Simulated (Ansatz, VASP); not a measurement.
WSe in VASP and in Ansatz

File INCAR:

```
SYSTEM = WSe
  ALGO = Normal
  EDIFF = 1E-6
  EDIFFG = -0.01
  ENCUT = 600
  GGA = PE
  IBRION = 2
  ISIF = 3
  ISMEAR = 0
  ISPIN = 2
  LASPH = .TRUE.
  LCHARG = .FALSE.
  LDAU = .TRUE.
  LDAUJ = 0 0
  LDAUL = 2 -1
  LDAUPRINT = 1
  LDAUTYPE = 2
  LDAUU = 6.2 0
  LMAXMIX = 4
  LORBIT = 11
  LREAL = .FALSE.
  LWAVE = .FALSE.
  MAGMOM = 3.92 -0.49
  NELM = 150
  NSW = 100
  PREC = Accurate
  SIGMA = 0.1
```

KPOINTS

```
k-points
0
G
  12 12 12
  0 0 0
```

File POSCAR:

```
WSe
1.0
    3.5486714803      0.0000000000      0.0000000000
    0.0000000000      3.5486714803      0.0000000000
    0.0000000000      0.0000000000      3.5486714803
W Se
1 1
Direct
    0.0000000000      0.0000000000      0.0000000000
    0.5000000000      0.5000000000      0.5000000000
```

Input for Ansatz:

```yaml
crystal:
  lattice:
    - [3.5486714803, 0.0, 0.0]
    - [0.0, 3.5486714803, 0.0]
    - [0.0, 0.0, 3.5486714803]
  atoms:
    - { symbol: W, position: [0.0, 0.0, 0.0], spin: 3.92 }
    - { symbol: Se, position: [0.5, 0.5, 0.5], spin: -0.49 }
basis:
  ecutwfc: 420
kpoints:
  mp_grid: { grid: [12, 12, 12] }
hamiltonian:
  xc: pbe
  hubbard: { sites: [{ species: W, l: d, u_eff: 6.2 }] }
scf:
  occupations: { method: gaussian, width: 0.1 }
output:
  forces: true
  stress: true
  eigenvalues: true
  populations: true
  write_density: true
  write_potential: true
  elf: true
  volumetric_format: npy
magnetization:
  spin_polarized: true
relax:
  adjacent_minimum: "off"
  f_tol: 0.01
  max_steps: 80
  cell: { stress_tol: 0.05 }
```

Alike in both runs: task relaxation of cell and atoms; functional PBE; k mesh 12 × 12 × 12; occupations gaussian, width 0.1 eV; collinear spin; Hubbard terms W d U = 6.2 eV.

|  | VASP | Ansatz |
| --- | --- | --- |
| version | VASP 6.6.1 | Ansatz 0.2.0 |
| potentials or method | VASP PAW PBE potentials, release 64 (W_sv, Se), cutoff 600 eV | scalar-relativistic, plane waves, PAW |
| valence electrons in the cell | 20 | 30 |

```csv
,VASP,Ansatz,Ansatz less VASP
"gap on the k mesh at the Fermi level, each at its own relaxed structure (eV)",none,none,-
net moment per atom (μB),0.95,2.00,+1.045
size of the moment on the site where the two differ most (μB),1.77,3.56,+1.786
relaxed volume (Å³/atom),17.57,22.34,+4.773
relaxed length of the cell vector where the two differ most in proportion (Å),3.276,3.549,+0.2731
```

The net moments are unlike, so the other rows may belong to different states. Site moments also hang on the region over which each program counts them. The programs project onto different local orbitals, so the same U acts differently, and such runs can settle in different states. A gap of «none» marks a metal or a gap that the smearing closes. VASP's potentials hold 20 valence electrons a cell and Ansatz's 30, so a difference there can come from the potentials and not from the codes. Ansatz's warnings: filled band counts differ across k points.

Neither program's run includes spin-orbit coupling. Noted on VASP's run: the volume moved by over 15 % at a fixed basis, so the end points are rough.
